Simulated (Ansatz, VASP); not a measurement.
One calculation of MgO, two programs

Contents of POSCAR:

```
MgO
1.0
    0.0000000000      2.1351500000      2.1351500000
    2.1351500000      0.0000000000      2.1351500000
    2.1351500000      2.1351500000      0.0000000000
Mg O
1 1
Direct
    0.0000000000      0.0000000000      0.0000000000
    0.5234175585      0.5234175585      0.4765824415
```

Contents of INCAR.step1:

```
SYSTEM = MgO
ALGO = Normal
EDIFF = 1E-5
ENCUT = 750
GGA = PE
GGA_COMPAT = .FALSE.
ISMEAR = 0
LASPH = .TRUE.
LCHARG = .FALSE.
LREAL = .FALSE.
LWAVE = .TRUE.
NBANDS = 15
NELM = 120
PREC = Accurate
SIGMA = 0.05
```

Contents of INCAR.step2:

```
SYSTEM = MgO
ALGO = Normal
EDIFF = 1E-6
ENCUT = 750
GGA_COMPAT = .FALSE.
ISIF = 2
ISMEAR = 0
ISTART = 1
LASPH = .TRUE.
LCHARG = .TRUE.
LELF = .TRUE.
LMIXTAU = .TRUE.
LREAL = .FALSE.
LVHAR = .TRUE.
LWAVE = .FALSE.
METAGGA = R2SCAN
NBANDS = 15
NELM = 120
PREC = Accurate
SIGMA = 0.05
```

The input KPOINTS:

```
k-points
0
G
  10 10 10
  0 0 0
```

Input for Ansatz:

```yaml
crystal:
  lattice:
    - [0.0, 2.13515, 2.13515]
    - [2.13515, 0.0, 2.13515]
    - [2.13515, 2.13515, 0.0]
  atoms:
    - { symbol: Mg, position: [0.0, 0.0, 0.0] }
    - { symbol: O, position: [0.5234175585, 0.5234175585, 0.4765824415] }
basis:
  ecutwfc: 500
kpoints:
  mp_grid: { grid: [10, 10, 10] }
hamiltonian:
  xc: r2scan
scf:
  occupations: { method: gaussian, width: 0.05 }
output:
  forces: true
  stress: true
  eigenvalues: true
  write_density: true
  write_potential: true
  elf: true
  volumetric_format: npy
```

Change from the starting cell: all O atoms moved -0.100 Å, as atom 2 towards its neighbour atom 1 (Mg) at 2.135 Å.

Alike in both runs: task single point; functional r2SCAN; k mesh 10 × 10 × 10; occupations gaussian, width 0.05 eV; no spin polarisation.

|  | VASP | Ansatz |
| --- | --- | --- |
| version | VASP 6.6.1 | Ansatz 0.2.0 |
| potentials or method | VASP PAW PBE potentials, release 64 (Mg_sv, O), cutoff 750 eV | scalar-relativistic, plane waves, PAW |
| valence electrons in the cell | 16 | 16 |

```tsv
	VASP	Ansatz	Ansatz less VASP
gap on the k mesh at the Fermi level (eV)	5.24	5.22	-0.022
least direct gap on the mesh (eV)	5.24	5.22	-0.022
pressure (GPa)	-6.2	-6.2	-0.01
traceless stress, the component that is largest in VASP (GPa)	2.07	2.06	-0.015
rms of the force components (eV/Å)	0.283	0.278	-0.0055
```

VASP's potentials were made for PBE, not for r2SCAN. Atom by atom the forces differ by 0.005 eV/Å (rms over components).
